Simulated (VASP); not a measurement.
# Na (P6_3/mmc) in VASP: single point with PBE

Aim: the single point of Na with PBE.

All numbers are computed with VASP 6.6.1; they aren't measurements. Logs are shortened: lines on timing, memory, paths and dates and some standing lists are left out, and cuts for length are marked.

### 1 The cell of the first run

It takes space group P6_3/mmc (No. 194, hexagonal). The conventional cell has a = 3.745 Å, b = 3.745 Å, c = 6.103 Å, α = 90.00°, β = 90.00°, γ = 120.00°. Na (site symmetry -6m2) has 12 Na at 3.74 Å within 4.9 Å.

### 2 Single point, PBE

Input file INCAR:

```
  ALGO = Normal
  EDIFF = 1E-6
  ENCUT = 520
  GGA = PE
  ISIF = 2
  ISMEAR = 0
  LASPH = T
  LCHARG = F
  LREAL = F
  LWAVE = F
  NBANDS = 14
  NELM = 60
  PREC = Accurate
  SIGMA = 0.15
```

Input file KPOINTS:

```
k-points
0
Gamma
  15 15 8
```

Input file POSCAR:

```
Na
1.0
    3.7449956804      0.0000000000      0.0000000000
   -1.8724978402      3.2432613963      0.0000000000
    0.0000000000      0.0000000000      6.1030356778
Na
2
Direct
    0.3333333333      0.6666666667      0.2500000000
    0.6666666667      0.3333333333      0.7500000000
```

Potentials or basis: VASP PAW PBE potentials, release 64 (Na_pv).

On the command line:

```
> cat potpaw_PBE.64/Na_pv/POTCAR > POTCAR
> mpirun -np 1 vasp_std > vasp.out
```

OUTCAR:

```text
EDIFF = 1E-6
   ENCUT = 520
   GGA = PE
   ISIF = 2
   ISMEAR = 0
   LASPH = T
   LREAL = F
   NELM = 60
   PREC = Accurate

 ion  position               nearest neighbor table
   1  0.333  0.667  0.250-
   2  0.667  0.333  0.750-

  LATTYP: Found a hexagonal cell.
 ALAT       =     3.7449956804
 C/A-ratio  =     1.6296509258

  Lattice vectors:

 A1 = (   3.7449956804,   0.0000000000,   0.0000000000)
 A2 = (  -1.8724978402,   3.2432613963,   0.0000000000)
 A3 = (   0.0000000000,   0.0000000000,   6.1030356778)

Analysis of symmetry for initial positions (statically):
=====================================================================
 Subroutine PRICEL returns:
 Original cell was already a primitive cell.

 Routine SETGRP: Setting up the symmetry group for a
 hexagonal supercell.

 Subroutine GETGRP returns: Found 24 space group operations
 (whereof 12 operations were pure point group operations)
 out of a pool of 24 trial point group operations.

The static configuration has the point symmetry D_3d.
 The point group associated with its full space group is D_6h.

Analysis of symmetry for dynamics (positions and initial velocities):
=====================================================================
 Subroutine PRICEL returns:
 Original cell was already a primitive cell.

 Routine SETGRP: Setting up the symmetry group for a
 hexagonal supercell.

 Subroutine GETGRP returns: Found 24 space group operations
 (whereof 12 operations were pure point group operations)
 out of a pool of 24 trial point group operations.

The dynamic configuration has the point symmetry D_3d.
 The point group associated with its full space group is D_6h.

 Subroutine INISYM returns: Found 24 space group operations
 (whereof 12 operations are pure point group operations),
 and found     1 'primitive' translations

----------------------------------------------------------------------------------------

                                     Primitive cell

  volume of cell :      74.1275

  direct lattice vectors                    reciprocal lattice vectors
     3.744995680  0.000000000  0.000000000     0.267023005  0.154165804  0.000000000
    -1.872497840  3.243261396  0.000000000     0.000000000  0.308331608  0.000000000
     0.000000000  0.000000000  6.103035678     0.000000000  0.000000000  0.163852884

  length of vectors
     3.744995680  3.744995680  6.103035678     0.308331608  0.308331608  0.163852884

  position of ions in fractional coordinates (direct lattice)
     0.333333333  0.666666667  0.250000000
     0.666666667  0.333333333  0.750000000

  ion indices of the primitive-cell ions
   primitive index   ion index
                 1           1
                 2           2

----------------------------------------------------------------------------------------

 KPOINTS: k-points

Automatic generation of k-mesh.
 Grid dimensions read from file:
 generate k-points for:   15   15    8

 Generating k-lattice:

  Cartesian coordinates                     Fractional coordinates (reciprocal lattice)
     0.017801534  0.010277720  0.000000000     0.066666667  0.000000000  0.000000000
     0.000000000  0.020555441  0.000000000     0.000000000  0.066666667  0.000000000
     0.000000000  0.000000000  0.020481611     0.000000000  0.000000000  0.125000000

  Length of vectors
     0.020555441  0.020555441  0.020481611

  Shift w.r.t. Gamma in fractional coordinates (k-lattice)
     0.000000000  0.000000000  0.000000000

 Subroutine IBZKPT returns following result:
 ===========================================

 Found    135 irreducible k-points:

 Following reciprocal coordinates:
            Coordinates               Weight
  0.000000  0.000000  0.000000      1.000000
  0.066667  0.000000  0.000000      6.000000
  0.133333  0.000000  0.000000      6.000000
  0.200000  0.000000  0.000000      6.000000
  0.266667  0.000000  0.000000      6.000000
  0.333333  0.000000  0.000000      6.000000
[... 16 lines left out ...]
  0.333333  0.200000  0.000000     12.000000
  0.400000  0.200000  0.000000      6.000000
 [... further k-points ...]
   k-points           NKPTS =    135   k-points in BZ     NKDIM =    135   number of bands    NBANDS=     14
   number of dos      NEDOS =    301   number of ions     NIONS =      2
   total plane-waves  NPLWV =  37632
   dimension x,y,z NGX =    28 NGY =   28 NGZ =   48
   dimension x,y,z NGXF=    56 NGYF=   56 NGZF=   96
   ions per type =               2
   NGX,Y,Z   is equivalent  to a cutoff of  12.43, 12.43, 13.08 a.u.
   NGXF,Y,Z  is equivalent  to a cutoff of  24.86, 24.86, 26.15 a.u.
 SYSTEM =  unknown system
   PREC   = accura    normal or accurate (medium, high low for compatibility)
   ISTART =      0    job   : 0-new  1-cont  2-samecut
   ICHARG =      2    charge: 1-file 2-atom 10-const
   ISPIN  =      1    spin polarized calculation?
   LNONCOLLINEAR =      F non collinear calculations
   LSORBIT =      F    spin-orbit coupling
   LASPH  =      T    aspherical Exc in radial PAW
   ENCUT  =  520.0 eV  38.22 Ry    6.18 a.u.   6.96  6.96 11.35*2*pi/ulx,y,z
   NELM   =     60;   NELMIN=  2; NELMDL= -5     # of ELM steps
   EDIFF  = 0.1E-05   stopping-criterion for ELM
   LREAL  =      F    real-space projection
   EDIFFG = 0.1E-04   stopping-criterion for IOM
   NSW    =      0    number of steps for IOM
   IBRION =     -1    ionic relax: 0-MD 1-quasi-New 2-CG
   NFREE  =      0    steps in history (QN), initial steepest desc. (CG)
   ISIF   =      2    stress and relaxation
   ISYM   =      2    0-nonsym 1-usesym 2-fastsym
   POTIM  = 0.5000    time-step for ionic-motion
   TEBEG  =    0.0;   TEEND  =   0.0 temperature during run
   PSTRESS=    0.0 pullay stress
   NELECT =      14.0000    total number of electrons
   NUPDOWN=      -1.0000    fix difference up-down
   EMIN   =  10.00;   EMAX   =-10.00  energy-range for DOS
   EFERMI =   0.00;   METHOD = LEGACY
   ISMEAR =     0;   SIGMA  =   0.15  broadening in eV -4-tet -1-fermi 0-gaus
   EFERMI_NEDOS =   21; number of points for ismear=-14 and -15
   IALGO  =     38    algorithm
   IMIX   =      4    mixing-type and parameters
     AMIX     =   0.40;   BMIX     =  1.00
     AMIX_MAG =   1.60;   BMIX_MAG =  1.00
  volume/ion in A,a.u.               =      37.06       250.12
  Fermi-wavevector in a.u.,A,eV,Ry     =   0.939271  1.774966 12.003479  0.882231
  Thomas-Fermi vector in A             =   2.066567
   LORBIT       =      0    0 simple, 1 ext, 2 COOP (PROOUT), +10 PAW based schemes
   GGA     = PE    functional components
   LHFCALC =     F    Hartree Fock is set to
   AEXX    =    0.0000 exact exchange contribution
   IVDW    =     0    specifies the selected vdW correction
   LEPSILON=     F    determine dielectric tensor
   LRPA    =     F    only Hartree local field effects (RPA)
 non-spin polarized calculation
 Gauss-broadening in eV      SIGMA  =   0.15
  energy-cutoff  :      520.00
  volume of cell :       74.13
 maximum number of plane-waves:      2016
 NGX is ok and might be reduce to    28
   NGX = 13   NGY = 13   NGZ = 23

 number of electron      14.0000001 magnetization

 Free energy of the ion-electron system (eV)
  ---------------------------------------------------
  ext. energy  EPLUGINS =         0.00000000
  ---------------------------------------------------
  free energy    TOTEN  =        -2.62721145 eV

  energy without entropy =       -2.61506712  energy(sigma->0) =       -2.62113929

 E-fermi :   0.3407     XC(G=0):  -6.5022

 val. band max:        0.3353612149   @ k =   0.0667   0.0667   0.1250
 cond. band min:       0.3450165297   @ k =   0.2667   0.0000   0.2500
 fundamental gap:      0.0096553148
 Fermi energy:         0.3407333629

 k-point     1 :       0.0000    0.0000    0.0000
  band No.  band energies     occupation
      1     -24.6025      2.00000
      2     -24.5724      2.00000
      3     -24.5724      2.00000
      4     -24.5675      2.00000
      5     -24.5675      2.00000
      6     -24.5673      2.00000
      7      -2.9504      2.00000
      8       0.8932      0.00000
      9       1.3015      0.00000
     10      10.2932      0.00000
     11      10.2933      0.00000
     12      10.6557      0.00000
     13      10.6557      0.00000
     14      10.8088      0.00000

 k-point     2 :       0.0667    0.0000    0.0000
  band No.  band energies     occupation
      1     -24.6020      2.00000
      2     -24.5735      2.00000
      3     -24.5728      2.00000
      4     -24.5686      2.00000
      5     -24.5677      2.00000
      6     -24.5675      2.00000
      7      -2.8846      2.00000
      8       0.9515      0.00000
      9       1.3656      0.00000
     10       9.0076      0.00000
     11       9.7101      0.00000
     12      10.1668      0.00000
     13      11.3137      0.00000
     14      11.5214      0.00000

 k-point     3 :       0.1333    0.0000    0.0000
  band No.  band energies     occupation
      1     -24.6005      2.00000
      2     -24.5767      2.00000
      3     -24.5738      2.00000
      4     -24.5719      2.00000
      5     -24.5682      2.00000
      6     -24.5681      2.00000
      7      -2.6879      2.00000
      8       1.1264      0.00000
      9       1.5562      0.00000
     10       7.4847      0.00000
     11       9.0762      0.00000
     12       9.3796      0.00000
     13      10.8878      0.00000
     14      11.5455      0.00000

 k-point     4 :       0.2000    0.0000    0.0000
  band No.  band energies     occupation
      1     -24.5982      2.00000
      2     -24.5814      2.00000
      3     -24.5767      2.00000
      4     -24.5753      2.00000
      5     -24.5691      2.00000
      6     -24.5691      2.00000
      7      -2.3616      2.00000
      8       1.4184      0.00000
      9       1.8673      0.00000
     10       6.0364      0.00000
     11       8.5415      0.00000
     12       8.5984      0.00000
     13       9.4196      0.00000
     14      10.7122      0.00000

 k-point     5 :       0.2667    0.0000    0.0000
  band No.  band energies     occupation
      1     -24.5954      2.00000
      2     -24.5869      2.00000
      3     -24.5821      2.00000
      4     -24.5769      2.00000
      5     -24.5704      2.00000
      6     -24.5701      2.00000
      7      -1.9084      2.00000
      8       1.8281      0.00000
      9       2.2798      0.00000
     10       4.7032      0.00000
     11       7.8113      0.00000
[... 276 lines left out ...]
 k-point    22 :       0.2667    0.2000    0.0000
  band No.  band energies     occupation
      1     -24.5929      2.00000
      2     -24.5905      2.00000
      3     -24.5885      2.00000
      4     -24.5817      2.00000
      5     -24.5764      2.00000
      6     -24.5745      2.00000
      7      -0.5718      2.00000
      8       2.8970      0.00000
      9       3.0631      0.00000
     10       3.5461      0.00000
     11       4.5130      0.00000
     12       6.6198      0.00000
     13       7.5264      0.00000
     14       7.5450      0.00000

 k-point    23 :       0.3333    0.2000    0.0000
  band No.  band energies     occupation
      1     -24.5953      2.00000
      2     -24.5908      2.00000
      3     -24.5858      2.00000
      4     -24.5841      2.00000
      5     -24.5778      2.00000
      6     -24.5765      2.00000
      7       0.1759      1.87976
      8       1.9886      0.00000
      9       3.5982      0.00000
     10       3.7720      0.00000
     11       4.7412      0.00000
     12       5.5516      0.00000
     13       6.6598      0.00000
     14       7.3428      0.00000

 k-point    24 :       0.4000    0.2000    0.0000
  band No.  band energies     occupation
      1     -24.5961      2.00000
      2     -24.5908      2.00000
      3     -24.5852      2.00000
      4     -24.5846      2.00000
      5     -24.5782      2.00000
      6     -24.5775      2.00000
      7       0.9702      0.00000
      8       1.1025      0.00000
      9       3.6099      0.00000
     10       4.6006      0.00000
     11       4.6024      0.00000
     12       5.0556      0.00000
     13       6.1636      0.00000
     14       7.2822      0.00000

 [... further k-points ...]
[... 5 lines left out ...]
  --------------------------------------------------------------------------------------
  -------------------------------------------------------------------------------------
  Total        0.0075662      0.0075662     -0.0010393      0.0000000      0.0000000      0.0000000
  in kB        0.1635351      0.1635351     -0.0224642      0.0000000      0.0000000      0.0000000
  external PRESSURE =       0.1015353 kB  Pullay stress =       0.0000000 kB

 VOLUME and BASIS-vectors are now :
 -----------------------------------------------------------------------------
  energy-cutoff  :      520.00
  volume of cell :       74.13
      direct lattice vectors                 reciprocal lattice vectors
     3.744995680  0.000000000  0.000000000     0.267023005  0.154165804  0.000000000
    -1.872497840  3.243261396  0.000000000     0.000000000  0.308331608  0.000000000
     0.000000000  0.000000000  6.103035678     0.000000000  0.000000000  0.163852884

 POSITION                                       TOTAL-FORCE (eV/Angst)
 -----------------------------------------------------------------------------------
     -0.00000      2.16217      1.52576        -0.000000     -0.000000      0.000000
      1.87250      1.08109      4.57728         0.000000      0.000000      0.000000
 -----------------------------------------------------------------------------------
    total drift:                               -0.000000      0.000000     -0.000000

  FREE ENERGIE OF THE ION-ELECTRON SYSTEM (eV)
  ---------------------------------------------------
  free  energy   TOTEN  =        -2.6272114538 eV

  energy  without entropy=       -2.6150671184  energy(sigma->0) =       -2.62113929
```

Wall time 29 s (1 thread of Intel Xeon 6975P-C (Granite Rapids), shared host); peak memory 0.24 GiB.

What came out:

- Free energy: -2.6272 eV
- Pressure: 0.0 GPa
- Band gap on the k mesh: zero (band 7 reaches 2.40 eV, above the bottom of band 8 at -1.92 eV)
